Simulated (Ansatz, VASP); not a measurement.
**CuI in VASP and in Ansatz**

The input INCAR:

```
PREC = Accurate
ENCUT = 520
EDIFF = 1E-6
ISMEAR = -1
SIGMA = 0.02
LREAL = False
LASPH = True
NELM = 100
ALGO = Normal
ISIF = 2
LWAVE = False
LCHARG = False
GGA = PE
NBANDS = 26
```

The input KPOINTS:

```
Automatic mesh
0
Gamma
  6 6 6
```

File POSCAR:

```
CuI
1.0
    3.4319191993     -3.5194934177      0.0000000000
    3.4319191993      3.5194934177      0.0000000000
    0.0000000000      0.0000000000      4.2334083928
Cu I
2 2
Direct
    0.4149979172      0.5850020828      0.7500000000
    0.5850020828      0.4149979172      0.2500000000
    0.7850297478      0.2149702522      0.7500000000
    0.2149702522      0.7850297478      0.2500000000
```

Input for Ansatz:

```yaml
crystal:
  lattice:
    - [3.4319191993, -3.5194934177, 0.0]
    - [3.4319191993, 3.5194934177, 0.0]
    - [0.0, 0.0, 4.2334083928]
  atoms:
    - { symbol: Cu, position: [0.4149979172, 0.5850020828, 0.75] }
    - { symbol: Cu, position: [0.5850020828, 0.4149979172, 0.25] }
    - { symbol: I, position: [0.7850297478, 0.2149702522, 0.75] }
    - { symbol: I, position: [0.2149702522, 0.7850297478, 0.25] }
kpoints:
  mp_grid: { grid: [6, 6, 6] }
  band_path:
    path:
      - [0.0, 0.0, 0.0]
      - [-0.5, 0.5, 0.0]
      - [-0.487713476, 0.512286524, 0.0]
      - [0.487713476, 0.487713476, 0.0]
      - [0.0, 0.0, 0.5]
      - [0.487713476, 0.487713476, 0.5]
      - [-0.487713476, 0.512286524, 0.5]
      - [-0.5, 0.5, 0.5]
      - [0.0, 0.5, 0.0]
    npoints: 1
hamiltonian:
  xc: pbe
scf:
  occupations: { method: fermi_dirac, width: 0.02 }
  n_extra_bands: 5
output:
  forces: true
  stress: true
  eigenvalues: true
```

Change from the starting cell: hydrostatic strain -2.0%.

Alike in both runs: task single point; functional PBE; k mesh 6 × 6 × 6; occupations fermi-dirac, width 0.02 eV; no spin polarisation.

|  | VASP | Ansatz |
| --- | --- | --- |
| version | VASP 6.6.1 | Ansatz 0.2.0 |
| potentials or method | VASP PAW PBE potentials, release 64 (Cu, I) | plane waves, PAW |
| plane-wave cutoff (eV) | 520 | 420 |
| valence electrons in the cell | 36 | 72 |

Ansatz gave:

| Item | Value |
| --- | --- |
| gap on the k mesh at the Fermi level (eV) | 0.87 |
| pressure (GPa) | 4.3 |
| traceless stress, the component that is largest in VASP (GPa) | -1.83 |
| rms of the force components (eV/Å) | 0.081 |

Q: What did VASP give for the same quantities?

A: gap on the k mesh at the Fermi level (eV): 0.88; pressure (GPa): 4.4; traceless stress, the component that is largest in VASP (GPa): -1.90; rms of the force components (eV/Å): 0.086.

Atom by atom the forces differ by 0.006 eV/Å (rms over components). VASP's potentials hold 36 valence electrons a cell and Ansatz's 72, so a difference there can come from the potentials and not from the codes.

Spin-orbit coupling is off throughout.
